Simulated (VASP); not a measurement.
Set up this calculation in VASP 6.6.1, as the native input.

* Task: single point
* Functional: PBE
* Potentials or basis: VASP PAW PBE potentials, release 64 (Na_pv, Cl)
* Cutoff: 520 eV
* k mesh: 6 × 6 × 8
* Occupations: gaussian, width 0.1 eV
* Spin: no spin polarisation
* Dipole correction: no
* Further INCAR settings: ALGO = Normal; EDIFF = 1e-07; NBANDS = 26

The structure of NaCl4 lies in POSCAR:

```
NaCl4
1.0
    2.4231417773     -5.9628858320      0.0000000000
    2.4231417773      5.9628858320      0.0000000000
    0.0000000000      0.0000000000      5.1982839796
Na Cl
1 4
Direct
    0.0000000000      0.0000000000      0.0000000000
    0.7607743113      0.2392256887      0.0000000000
    0.2392256887      0.7607743113      0.0000000000
    0.7465989671      0.7465989671      0.5000000000
    0.2534010329      0.2534010329      0.5000000000
```

This cell differs from its parent crystal: atoms taken out.

One way to write it, as run:

INCAR

```
SYSTEM = NaCl4
PREC = Accurate
ENCUT = 520
EDIFF = 1E-7
ISMEAR = 0
SIGMA = 0.1
LREAL = .FALSE.
LASPH = .TRUE.
NELM = 100
ALGO = Normal
ISIF = 2
LWAVE = .FALSE.
LCHARG = .FALSE.
GGA = PE
NBANDS = 26
```

KPOINTS

```
regular mesh
0
G
  6 6 8
  0 0 0
```

Potentials or basis: VASP PAW PBE potentials, release 64 (Na_pv, Cl).

Command:

```bash
$ cat potpaw_PBE.64/Na_pv/POTCAR potpaw_PBE.64/Cl/POTCAR > POTCAR
$ mpirun -np 1 vasp_std > vasp.out
```

It gave:

| Quantity | Value |
| --- | --- |
| Pressure | -0.1 GPa |
| Largest force | 0.010 eV/Å |
| Band gap on the k mesh | zero (an odd number of electrons rules out a gap without spin polarisation) |

Caveat: the cell differs from its parent crystal (atoms taken out); an odd number of electrons without spin polarisation forces a metal; a magnetic or distorted state may lie lower.

Wall time 3.7 min on 1 thread of Intel(R) Xeon(R) Platinum 8488C (Sapphire Rapids) (shared host), peak memory 0.39 GiB.
